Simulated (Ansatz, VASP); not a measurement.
## One calculation of Ir, two programs

The input INCAR:

```
PREC = Accurate ; ENCUT = 520
EDIFF = 1E-6 ; ISMEAR = 0
SIGMA = 0.03 ; LREAL = False
LASPH = True ; NELM = 60
ALGO = Normal ; ISIF = 2
LWAVE = False ; LCHARG = True
GGA = PE ; LELF = True
LVHAR = True ; NBANDS = 10
```

KPOINTS

```
regular mesh
0
Gamma
  14 14 14
```

The input POSCAR:

```
Ir
1.0
    0.0000000000      1.9360622002      1.9360622002
    1.9360622002      0.0000000000      1.9360622002
    1.9360622002      1.9360622002      0.0000000000
Ir
1
Direct
    0.0000000000      0.0000000000      0.0000000000
```

Input for Ansatz:

```yaml
crystal:
  lattice:
    - [0.0, 1.9360622002, 1.9360622002]
    - [1.9360622002, 0.0, 1.9360622002]
    - [1.9360622002, 1.9360622002, 0.0]
  atoms:
    - { symbol: Ir, position: [0.0, 0.0, 0.0] }
hamiltonian:
  xc: pbe
  pseudopotentials:
    kind: paw
    azcp:
      Ir: "pseudopotentials/Ir.paw.azcp"
basis:
  ecutwfc: 420
  fft_grid_basis: typed
kpoints:
  mp_grid: { grid: [14, 14, 14], shift: [0, 0, 0] }
magnetization:
  spin_polarized: false
scf:
  occupations: { method: gaussian, width: 0.03 }
  lower_state_search: "off"
output:
  stress: true
```

Alike in both runs: task single point; functional PBE; k mesh 14 × 14 × 14; occupations gaussian, width 0.03 eV; no spin polarisation.

|  | VASP | Ansatz |
| --- | --- | --- |
| version | VASP 6.6.1 | Ansatz 0.2.0 |
| potentials or method | VASP PAW PBE potentials, release 64 (Ir), cutoff 520 eV | plane waves (420 eV) with PAW, scalar-relativistic |
| valence electrons in the cell | 9 | 17 |

|  | VASP | Ansatz | Ansatz less VASP |
| --- | --- | --- | --- |
| pressure (GPa) | 0.3 | -0.2 | -0.50 |

VASP's potentials hold 9 valence electrons a cell and Ansatz's 17, so a difference there can come from the potentials and not from the codes.

Spin-orbit coupling is off throughout.
